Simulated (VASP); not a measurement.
**ZrSnI6: single point with PBEsol**

The system is ZrSnI6.

```
Zr Sn I
1.0
     3.65959    2.11287    6.65530
    -3.65959    2.11287    6.65530
     0.00000   -4.22573    6.65530
Zr Sn I
1 1 6
Direct
  0.50000 0.50000 0.50000
  0.00000 0.00000 0.00000
  0.55599 0.91258 0.27266
  0.91258 0.27266 0.55599
  0.72734 0.44401 0.08742
  0.08742 0.72734 0.44401
  0.44401 0.08742 0.72734
  0.27266 0.55599 0.91258
```

```json
{"Program": "VASP 6.6.1", "Task": "single point", "Functional": "PBEsol", "Potentials or basis": "VASP PAW PBE potentials, release 64 (Zr_sv, Sn_d, I)", "Cutoff": "520 eV", "k mesh": "4 × 4 × 4", "Occupations": "fermi-dirac, width 0.03 eV", "Spin": "no spin polarisation", "Dipole correction": "no", "Further INCAR settings": "ALGO = Normal; EDIFF = 1e-07; NBANDS = 44"}
```

```yaml
Pressure: 0.0 GPa
Largest_force: 0.004 eV/Å
Band_gap_on_the_k_mesh: 0.96 eV (least direct gap 1.22 eV)
```

Forces in eV/Å, atoms in the order of the input:
```
Zr   0.000  0.000  0.000
Sn   0.000  0.000  0.000
I    0.004 -0.001 -0.002
I   -0.002 -0.003 -0.002
I    0.001 -0.004  0.002
I    0.002  0.003  0.002
I   -0.004  0.001  0.002
I   -0.001  0.004 -0.002
```

Levels at points of the mesh, in eV from the valence-band top:
| k point | band 32 | band 33 | band 34 | band 35 | band 36 | band 37 |
| --- | --- | --- | --- | --- | --- | --- |
| (0.00, 0.00, 0.00) | -0.46 | -0.25 | -0.20 | 1.48 | 1.64 | 1.64 |
| (0.50, 0.00, 0.00) | -0.89 | -0.51 | -0.26 | 0.96 | 1.35 | 1.68 |
| (0.50, 0.50, 0.00) | -0.71 | -0.65 | -0.31 | 1.49 | 1.87 | 1.97 |
| (0.50, 0.50, 0.50) | -0.61 | -0.61 | -0.28 | 1.33 | 1.33 | 1.60 |

It took 3.4 min on 1 thread of AMD EPYC 9R45 96-Core Processor (Zen 5), with other jobs on the host, peak memory 0.53 GiB.

Caveat: the PAW data sets were made with another functional, which shifts forces and pressure a little; spin-orbit coupling is left out, which moves the levels of the heavy elements. A k mesh can miss the band edges.
